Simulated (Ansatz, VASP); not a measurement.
## One calculation of SiNi3, two programs

File INCAR:

```
  ALGO = Fast
  EDIFF = 1E-6
  EDIFFG = -0.01
  ENCUT = 600
  GGA = PE
  IBRION = 2
  ISIF = 3
  ISMEAR = -1
  ISPIN = 2
  LASPH = T
  LCHARG = F
  LMAXMIX = 4
  LORBIT = 11
  LREAL = F
  LWAVE = F
  MAGMOM = 1 1 1 0
  NELM = 150
  NSW = 60
  PREC = Accurate
  SIGMA = 0.05
```

The input KPOINTS:

```
k-points
0
Gamma
  8 8 8
```

POSCAR

```
SiNi3
1.0
    3.5420000000      0.0000000000      0.0000000000
    0.0000000000      3.5420000000      0.0000000000
    0.0000000000      0.0000000000      3.5420000000
Ni Si
3 1
Direct
    0.5000000000      0.5000000000      0.0000000000
    0.5000000000      0.0000000000      0.5000000000
    0.0000000000      0.5000000000      0.5000000000
    0.0000000000      0.0000000000      0.0000000000
```

Contents of input.yaml:

```yaml
crystal:
  lattice:
    - [3.542, 0.0, 0.0]
    - [0.0, 3.542, 0.0]
    - [0.0, 0.0, 3.542]
  atoms:
    - { symbol: Ni, position: [0.5, 0.5, 0.0], spin: 1.0 }
    - { symbol: Ni, position: [0.5, 0.0, 0.5], spin: 1.0 }
    - { symbol: Ni, position: [0.0, 0.5, 0.5], spin: 1.0 }
    - { symbol: Si, position: [0.0, 0.0, 0.0] }
hamiltonian:
  xc: pbe
  pseudopotentials: { kind: paw }
magnetization:
  spin_polarized: true
kpoints:
  mp_grid: { grid: [8, 8, 8] }
scf:
  occupations: { method: fermi_dirac, width: 0.05 }
output:
  forces: true
  stress: true
  eigenvalues: true
  write_density: true
  write_potential: true
  elf: true
  volumetric_format: npy
relax:
  f_tol: 0.01
  max_steps: 40
  cell: { stress_tol: 0.05 }
```

Alike in both runs: task relaxation of cell and atoms; functional PBE; k mesh 8 × 8 × 8; occupations fermi-dirac, width 0.05 eV; collinear spin.

|  | VASP | Ansatz |
| --- | --- | --- |
| version | VASP 6.6.1 | Ansatz 0.2.0 |
| potentials or method | VASP PAW PBE potentials, release 64 (Ni, Si) | Ansatz PAW |
| plane-wave cutoff (eV) | 600 | 420 |
| valence electrons in the cell | 34 | 58 |

|  | VASP | Ansatz | Ansatz less VASP |
| --- | --- | --- | --- |
| gap on the k mesh at the Fermi level, each at its own relaxed structure (eV) | none | none | - |
| net moment per atom (μB) | 0.00 | 0.00 | 0.000 |
| relaxed volume (Å³/atom) | 10.78 | 10.78 | 0.000 |
| relaxed length of the cell vector where the two differ most in proportion (Å) | 3.506 | 3.506 | 0.0000 |

A gap of «none» marks a metal or a gap that the smearing closes. VASP's potentials hold 34 valence electrons a cell and Ansatz's 58, so a difference there can come from the potentials and not from the codes.

Noted on Ansatz's run: the plane-wave basis is chosen anew once the cell has moved, so the energies of steps on either side of that aren't comparable.
